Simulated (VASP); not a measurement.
A run of VASP 6.6.1 is set up as follows.

INCAR

```
PREC = Accurate
ENCUT = 520
EDIFF = 1E-6
ISMEAR = 0
SIGMA = 0.15
LREAL = F
LASPH = T
NELM = 60
ALGO = Fast
ISIF = 2
LWAVE = F
LCHARG = F
GGA = PE
NBANDS = 13
```

File KPOINTS:

```
Automatic mesh
0
Gamma
  22 22 22
```

File POSCAR:

```
Mo
1.0
   -1.5710000000      1.5710000000      1.6966800000
    1.5710000000     -1.5710000000      1.6966800000
    1.5710000000      1.5710000000     -1.6966800000
Mo
1
Direct
    0.0000000000      0.0000000000      0.0000000000
```

Potentials or basis: VASP PAW PBE potentials, release 64 (Mo_sv).

Command:

```sh
$ cat potpaw_PBE.64/Mo_sv/POTCAR > POTCAR
$ mpirun -np 1 vasp_std > vasp.out
```

Q: Estimate the band gap on the k mesh.

A: Zero (bands 7 and 8 overlap by 4.37 eV).

Q: What does it give for the pressure?

A: -12.4 GPa.

Stress tensor (GPa, compression positive):
```
 -6.34   0.00   0.00
  0.00  -6.34   0.00
  0.00   0.00 -24.47
```

Caveat: the cell differs from its parent crystal (strain +0.000 along x and y, +0.080 along z); the cell stands under tension.
